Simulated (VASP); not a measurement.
# V (P6_3/mmc) in VASP: a series of runs, part 2 of 3

VASP 6.6.1.

### 3 Single point, LDA, collinear spin, ferromagnetic start (14.43 Å³/atom)

This run uses another cell than the first one, of 14.43 Å³/atom.

INCAR reads:

```
ALGO = Normal
EDIFF = 1E-6
ENCUT = 520
GGA = CA
ISIF = 2
ISMEAR = -1
ISPIN = 2
LASPH = T
LCHARG = F
LMAXMIX = 4
LORBIT = 11
LREAL = F
LWAVE = F
MAGMOM = 2 2
NBANDS = 24
NELM = 150
PREC = Accurate
SIGMA = 0.05
```

KPOINTS reads:

```
k-points
0
Gamma
  12 12 6
```

POSCAR reads:

```
V
1.0
    2.6385650605      0.0000000000      0.0000000000
   -1.3192825302      2.2850643718      0.0000000000
    0.0000000000      0.0000000000      4.7854922858
V
2
Direct
    0.3333333333      0.6666666667      0.2500000000
    0.6666666667      0.3333333333      0.7500000000
```

Potentials or basis: VASP PAW LDA potentials, release 64 (V_sv).

Command:

```bash
$ cat potpaw_LDA.64/V_sv/POTCAR > POTCAR
$ mpirun -np 1 vasp_std > vasp.out
```

OUTCAR:

```text
EDIFF = 1E-6
   ENCUT = 520
   GGA = CA
   ISIF = 2
   ISMEAR = -1
   ISPIN = 2
   LASPH = T
   LORBIT = 11
   LREAL = F
   NELM = 150
   PREC = Accurate

 ion  position               nearest neighbor table
   1  0.333  0.667  0.250-   2 2.84   2 2.84   2 2.84   2 2.84   2 2.84   2 2.84
   2  0.667  0.333  0.750-   1 2.84   1 2.84   1 2.84   1 2.84   1 2.84   1 2.84

  LATTYP: Found a hexagonal cell.
 ALAT       =     2.6385650605
 C/A-ratio  =     1.8136722711

  Lattice vectors:

 A1 = (   2.6385650605,   0.0000000000,   0.0000000000)
 A2 = (  -1.3192825302,   2.2850643718,   0.0000000000)
 A3 = (   0.0000000000,   0.0000000000,   4.7854922858)

Analysis of symmetry for initial positions (statically):
=====================================================================
 Subroutine PRICEL returns:
 Original cell was already a primitive cell.

 Routine SETGRP: Setting up the symmetry group for a
 hexagonal supercell.

 Subroutine GETGRP returns: Found 24 space group operations
 (whereof 12 operations were pure point group operations)
 out of a pool of 24 trial point group operations.

The static configuration has the point symmetry D_3d.
 The point group associated with its full space group is D_6h.

Analysis of symmetry for dynamics (positions and initial velocities):
=====================================================================
 Subroutine PRICEL returns:
 Original cell was already a primitive cell.

 Routine SETGRP: Setting up the symmetry group for a
 hexagonal supercell.

 Subroutine GETGRP returns: Found 24 space group operations
 (whereof 12 operations were pure point group operations)
 out of a pool of 24 trial point group operations.

The dynamic configuration has the point symmetry D_3d.
 The point group associated with its full space group is D_6h.

Analysis of structural, dynamic, and magnetic symmetry:
=====================================================================
 Subroutine PRICEL returns:
 Original cell was already a primitive cell.

 Routine SETGRP: Setting up the symmetry group for a
 hexagonal supercell.

 Subroutine GETGRP returns: Found 24 space group operations
 (whereof 12 operations were pure point group operations)
 out of a pool of 24 trial point group operations.

The overall configuration has the point symmetry D_3d.
 The point group associated with its full space group is D_6h.

 Subroutine INISYM returns: Found 24 space group operations
 (whereof 12 operations are pure point group operations),
 and found     1 'primitive' translations

----------------------------------------------------------------------------------------

                                     Primitive cell

  volume of cell :      28.8531

  direct lattice vectors                    reciprocal lattice vectors
     2.638565060  0.000000000  0.000000000     0.378993876  0.218812216  0.000000000
    -1.319282530  2.285064372  0.000000000     0.000000000  0.437624433  0.000000000
     0.000000000  0.000000000  4.785492286     0.000000000  0.000000000  0.208964917

  length of vectors
     2.638565060  2.638565060  4.785492286     0.437624433  0.437624433  0.208964917

  position of ions in fractional coordinates (direct lattice)
     0.333333333  0.666666667  0.250000000
     0.666666667  0.333333333  0.750000000

[... 70 lines left out ...]
   ISPIN  =      2    spin polarized calculation?
   LNONCOLLINEAR =      F non collinear calculations
   LSORBIT =      F    spin-orbit coupling
   LASPH  =      T    aspherical Exc in radial PAW
   ENCUT  =  520.0 eV  38.22 Ry    6.18 a.u.   4.91  4.91  8.90*2*pi/ulx,y,z
   NELM   =    150;   NELMIN=  2; NELMDL= -5     # of ELM steps
   EDIFF  = 0.1E-05   stopping-criterion for ELM
   LREAL  =      F    real-space projection
   EDIFFG = 0.1E-04   stopping-criterion for IOM
   NSW    =      0    number of steps for IOM
   IBRION =     -1    ionic relax: 0-MD 1-quasi-New 2-CG
   NFREE  =      0    steps in history (QN), initial steepest desc. (CG)
   ISIF   =      2    stress and relaxation
   ISYM   =      2    0-nonsym 1-usesym 2-fastsym
   POTIM  = 0.5000    time-step for ionic-motion
   TEBEG  =    0.0;   TEEND  =   0.0 temperature during run
   PSTRESS=    0.0 pullay stress
   NELECT =      26.0000    total number of electrons
   NUPDOWN=      -1.0000    fix difference up-down
   EMIN   =  10.00;   EMAX   =-10.00  energy-range for DOS
   EFERMI =   0.00;   METHOD = LEGACY
   ISMEAR =    -1;   SIGMA  =   0.05  broadening in eV -4-tet -1-fermi 0-gaus
   EFERMI_NEDOS =   21; number of points for ismear=-14 and -15
   IALGO  =     38    algorithm
   IMIX   =      4    mixing-type and parameters
     AMIX     =   0.40;   BMIX     =  1.00
     AMIX_MAG =   1.60;   BMIX_MAG =  1.00
  volume/ion in A,a.u.               =      14.43        97.36
  Fermi-wavevector in a.u.,A,eV,Ry     =   1.581254  2.988137 34.019524  2.500364
  Thomas-Fermi vector in A             =   2.681358
   LORBIT       =     11    0 simple, 1 ext, 2 COOP (PROOUT), +10 PAW based schemes
   GGA     = CA    functional components
   LHFCALC =     F    Hartree Fock is set to
   AEXX    =    0.0000 exact exchange contribution
   IVDW    =     0    specifies the selected vdW correction
   LEPSILON=     F    determine dielectric tensor
   LRPA    =     F    only Hartree local field effects (RPA)
 spin polarized calculation
  energy-cutoff  :      520.00
  volume of cell :       28.85
 maximum number of plane-waves:       798
 NGX is ok and might be reduce to    20
   NGX =  9   NGY =  9   NGZ = 17

 number of electron      25.9999997 magnetization      -0.0177683

 number of electron      25.9999997 magnetization       0.0017963

 Free energy of the ion-electron system (eV)
  ---------------------------------------------------
  ext. energy  EPLUGINS =         0.00000000
  ---------------------------------------------------
  free energy    TOTEN  =       -19.18226864 eV

  energy without entropy =      -19.15483910  energy(sigma->0) =      -19.16855387

 E-fermi :   8.9749     XC(G=0): -12.8351

 val. band max:        8.9658911223   @ k =   0.1667  -0.0000   0.0000
 cond. band min:       8.9959305365   @ k =   0.3333   0.1667   0.5000
 fundamental gap:      0.0300394142
 Fermi energy:         8.9748728362

 spin component 1

 k-point     1 :       0.0000    0.0000    0.0000
  band No.  band energies     occupation
      1     -54.3141      1.00000
      2     -54.2183      1.00000
      3     -28.8106      1.00000
      4     -28.2380      1.00000
      5     -28.1041      1.00000
      6     -28.1041      1.00000
[... 637 lines left out ...]
     23      23.5748      0.00000
     24      25.5485      0.00000

 [... further k-points ...]

 spin component 2

 k-point     1 :       0.0000    0.0000    0.0000
  band No.  band energies     occupation
      1     -54.3135      1.00000
      2     -54.2176      1.00000
      3     -28.8100      1.00000
      4     -28.2374      1.00000
      5     -28.1035      1.00000
      6     -28.1035      1.00000
[... 637 lines left out ...]
     23      23.5753      0.00000
     24      25.5489      0.00000

 [... further k-points ...]

------------------------ aborting loop because EDIFF is reached ----------------------------------------

  FORCE on cell =-STRESS in cart. coord.  units (eV):
  Direction    XX          YY          ZZ          XY          YZ          ZX
  --------------------------------------------------------------------------------------
  -------------------------------------------------------------------------------------
  Total       -3.3369309     -3.3369309     -3.0158400     -0.0000000     -0.0000000     -0.0000000
  in kB     -185.2955236   -185.2955236   -167.4657579     -0.0000000     -0.0000000     -0.0000000
  external PRESSURE =    -179.3522684 kB  Pullay stress =       0.0000000 kB

 VOLUME and BASIS-vectors are now :
 -----------------------------------------------------------------------------
  energy-cutoff  :      520.00
  volume of cell :       28.85
      direct lattice vectors                 reciprocal lattice vectors
     2.638565060  0.000000000  0.000000000     0.378993876  0.218812216  0.000000000
    -1.319282530  2.285064372  0.000000000     0.000000000  0.437624433  0.000000000
     0.000000000  0.000000000  4.785492286     0.000000000  0.000000000  0.208964917

 POSITION                                       TOTAL-FORCE (eV/Angst)
 -----------------------------------------------------------------------------------
     -0.00000      1.52338      1.19637         0.000000     -0.000000      0.000000
      1.31928      0.76169      3.58912        -0.000000      0.000000      0.000000
 -----------------------------------------------------------------------------------
    total drift:                               -0.000000      0.000000     -0.000000

  FREE ENERGIE OF THE ION-ELECTRON SYSTEM (eV)
  ---------------------------------------------------
  free  energy   TOTEN  =       -19.1822686387 eV

  energy  without entropy=      -19.1548390989  energy(sigma->0) =      -19.16855387

 total charge

# of ion       s       p       d       tot
------------------------------------------
    1        2.335   6.192   3.063  11.590
    2        2.335   6.192   3.063  11.590
--------------------------------------------------
tot          4.671  12.385   6.125  23.180

 magnetization (x)

# of ion       s       p       d       tot
------------------------------------------
    1        0.000   0.000   0.000   0.000
    2        0.000   0.000   0.000   0.000
--------------------------------------------------
tot          0.000   0.000   0.001   0.001
```

OSZICAR:

```text
N       E                     dE             d eps       ncg     rms          rms(c)
DAV:   1     0.318407349628E+03    0.31841E+03   -0.15614E+04  7296   0.126E+03
DAV:   2    -0.124504712063E+02   -0.33086E+03   -0.32140E+03  7464   0.419E+02
DAV:   3    -0.210298811214E+02   -0.85794E+01   -0.85453E+01  8592   0.805E+01
DAV:   4    -0.210875485407E+02   -0.57667E-01   -0.57665E-01  8056   0.702E+00
DAV:   5    -0.210883774954E+02   -0.82895E-03   -0.82895E-03  8616   0.774E-01    0.254E+01
DAV:   6    -0.189807654789E+02    0.21076E+01   -0.70589E+00  7896   0.282E+01    0.376E+00
DAV:   7    -0.191579316705E+02   -0.17717E+00   -0.28818E-01  8312   0.493E+00    0.352E+00
DAV:   8    -0.191735506245E+02   -0.15619E-01   -0.79051E-03  7824   0.892E-01    0.141E+00
DAV:   9    -0.191809687569E+02   -0.74181E-02   -0.41690E-03  8504   0.614E-01    0.497E-01
DAV:  10    -0.191821545054E+02   -0.11857E-02   -0.24010E-03  8096   0.438E-01    0.773E-02
DAV:  11    -0.191822423356E+02   -0.87830E-04   -0.66575E-05  7888   0.735E-02    0.491E-02
DAV:  12    -0.191822661920E+02   -0.23856E-04   -0.74224E-06  8040   0.232E-02    0.179E-02
DAV:  13    -0.191822682657E+02   -0.20737E-05   -0.11389E-06  5992   0.972E-03    0.592E-03
DAV:  14    -0.191822686387E+02   -0.37305E-06   -0.52520E-08  3800   0.230E-03
   1 F= -.19182269E+02 E0= -.19168554E+02  d E =-.274295E-01  mag=     0.0004
```

stdout:

```text
POSCAR found type information on POSCAR V
 POSCAR found :  1 types and       2 ions
 scaLAPACK will be used
 LDA part: xc-table for (Slater(with rela. corr.)+CA(PZ))
 , standard interpolation
 POSCAR, INCAR and KPOINTS ok, starting setup
 FFT: planning ... GRIDC
 FFT: planning ... GRID_SOFT
 FFT: planning ... GRID
 WAVECAR not read
 entering main loop
```

Wall time 63 s (1 thread of Intel Xeon Platinum 8488C (Sapphire Rapids), shared host); peak memory 0.18 GiB.

Results:

| Quantity | Value |
| --- | --- |
| Free energy | -19.1823 eV |
| Pressure | -17.9 GPa |
| Band gap on the k mesh | zero (filled and empty bands overlap) |
| Net moment | 0.00 μB per cell |
| Valence electrons inside the program's atomic spheres | V 11.59 |

Stress tensor (GPa, compression positive):
```
-18.53   0.00   0.00
  0.00 -18.53   0.00
  0.00   0.00 -16.75
```

Caveat: the cell stands under tension.

(Part 2 of 3 ends here.)
